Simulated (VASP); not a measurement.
Set up this calculation in VASP 6.6.1, as the native input.

```
Task                   : single point
Functional             : PBEsol
Potentials or basis    : VASP PAW PBE potentials, release 64 (Zr_sv, Ag, Au)
Cutoff                 : 520 eV
k mesh                 : 16 × 16 × 16
Occupations            : fermi-dirac, width 0.15 eV
Spin                   : no spin polarisation
Dipole correction      : no
Further INCAR settings : ALGO = Fast; EDIFF = 1e-06; NBANDS = 24
```

The structure of ZrAgAu lies in POSCAR:

```
ZrAgAu
1.0
   -1.7658218130      1.7658218130      4.3965905448
    1.7658218130     -1.7658218130      4.3965905448
    1.7658218130      1.7658218130     -4.3965905448
Zr Ag Au
1 1 1
Direct
    0.0022622669      0.0022622669      0.0000000000
    0.3291653519      0.3291653519      0.0000000000
    0.6685723812      0.6685723812      0.0000000000
```

These files were run (other wordings do the same):

INCAR

```
SYSTEM = ZrAgAu
  PREC = Accurate
  ENCUT = 520
  EDIFF = 1E-6
  ISMEAR = -1
  SIGMA = 0.15
  LREAL = .FALSE.
  LASPH = .TRUE.
  NELM = 60
  ALGO = Fast
  ISIF = 2
  LWAVE = .FALSE.
  LCHARG = .FALSE.
  GGA = PS
  NBANDS = 24
```

KPOINTS

```
Automatic mesh
0
G
  16 16 16
  0 0 0
```

Potentials or basis: VASP PAW PBE potentials, release 64 (Zr_sv, Ag, Au).

Launch:

```bash
$ cat potpaw_PBE.64/Zr_sv/POTCAR potpaw_PBE.64/Ag/POTCAR potpaw_PBE.64/Au/POTCAR > POTCAR
$ mpirun -np 1 vasp_std > vasp.out
```

Results of the run:

The pressure is -0.2 GPa. The largest force is 0.004 eV/Å and the band gap on the k mesh is zero (bands 17 and 18 overlap by 0.18 eV).

Caveat: the PAW data sets were made with another functional, which shifts forces and pressure a little; spin-orbit coupling is left out, which moves the levels of the heavy elements.

It took 10 min on 1 thread of AMD EPYC 9R45 96-Core Processor (Zen 5), on a shared host, peak memory 0.63 GiB.
